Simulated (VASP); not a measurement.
Write the native input for VASP 6.6.1 that does the following.

- Task: single point
- Functional: PBE
- Potentials or basis: VASP PAW PBE potentials, release 64 (Pb_d, O)
- Cutoff: 600 eV
- k mesh: 6 × 6 × 2
- Occupations: gaussian, width 0.2 eV
- Spin: no spin polarisation
- Dipole correction: no
- Further INCAR settings: ALGO = Normal; EDIFF = 1e-06; NBANDS = 64

The structure of PbO2 lies in POSCAR:

```
PbO2
1.0
    2.7116962523     -2.7302847278      0.0000000000
    2.7116962523      2.7302847278      0.0000000000
    0.0000000000      0.0000000000     10.7684071421
Pb O
4 8
Direct
    0.0000000000      0.0000000000      0.5000000000
    0.0000000000      0.0000000000      0.0000000000
    0.5000000000      0.5000000000      0.2500000000
    0.5000000000      0.5000000000      0.7500000000
    0.5299569820      0.9700430180      0.1250000000
    0.5299569820      0.9700430180      0.6250000000
    0.9700430180      0.5299569820      0.3750000000
    0.9700430180      0.5299569820      0.8750000000
    0.4700430180      0.0299569820      0.3750000000
    0.4700430180      0.0299569820      0.8750000000
    0.0299569820      0.4700430180      0.1250000000
    0.0299569820      0.4700430180      0.6250000000
```

One way to write it, as run:

INCAR

```
PREC = Accurate
ENCUT = 600
EDIFF = 1E-6
ISMEAR = 0
SIGMA = 0.2
LREAL = F
LASPH = T
NELM = 120
ALGO = Normal
ISIF = 2
LWAVE = F
LCHARG = F
GGA = PE
NBANDS = 64
GGA_COMPAT = F
```

KPOINTS

```
Automatic mesh
0
Gamma
  6 6 2
```

Potentials or basis: VASP PAW PBE potentials, release 64 (Pb_d, O).

The run is started by

```bash
$ cat potpaw_PBE.64/Pb_d/POTCAR potpaw_PBE.64/O/POTCAR > POTCAR
$ mpirun -np 1 vasp_std > vasp.out
```

Results of the run:

| Quantity | Value |
| --- | --- |
| Pressure | 0.2 GPa |
| Largest force | 0.019 eV/Å |
| Band gap on the k mesh | zero (bands 52 and 53 overlap by 0.11 eV) |

Caveat: semilocal functionals underestimate gaps, and a narrow one can read as zero; spin-orbit coupling is left out, which moves the levels of the heavy elements.

Wall time 5.2 min on 1 thread of Oxide Virtual Turin-like Processor, on a shared host, peak memory 0.4 GiB.
